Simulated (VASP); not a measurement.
Here is a VASP 6.6.1 calculation.

The input INCAR:

```
SYSTEM = C
ALGO     = Normal         ! electronic algorithm
EDIFF    = 1E-6           ! SCF threshold, eV
ENCUT    = 600            ! plane-wave cutoff, eV
GGA      = PS             ! functional
GGA_COMPAT= .FALSE.      
ISIF     = 2              ! what is computed and relaxed
ISMEAR   = -1             ! smearing method
LASPH    = .TRUE.         ! aspherical terms in the spheres
LCHARG   = .TRUE.         ! write CHGCAR
LELF     = .TRUE.         ! ELF
LREAL    = .FALSE.        ! projectors in reciprocal space
LVHAR    = .TRUE.       
LWAVE    = .FALSE.        ! write WAVECAR
NBANDS   = 11             ! bands
NELM     = 120            ! most SCF steps
PREC     = Accurate       ! precision mode
SIGMA    = 0.1            ! smearing width, eV
```

KPOINTS

```
k-points
0
G
  5 5 5
  0 0 0
```

File POSCAR:

```
C
1.0
    0.0000000000      1.7833700000      1.7833700000
    1.7833700000      0.0000000000      1.7833700000
    1.7833700000      1.7833700000      0.0000000000
C
2
Direct
    0.0187344888     -0.0116676568      0.0049619011
    0.2312655112      0.2616676568      0.2450380989
```

Potentials or basis: VASP PAW PBE potentials, release 64 (C).

Launch:

```bash
$ cat potpaw_PBE.64/C/POTCAR > POTCAR
$ mpirun -np 1 vasp_std > vasp.out
```

(1) Predict the pressure.

(2) What does it give for the largest force?

## Answers

(1) -1.3 GPa.

(2) 3.208 eV/Å.

Caveat: the k points lie up to 0.61 Å⁻¹ apart; the PAW data sets were made with another functional, which shifts forces and pressure a little.
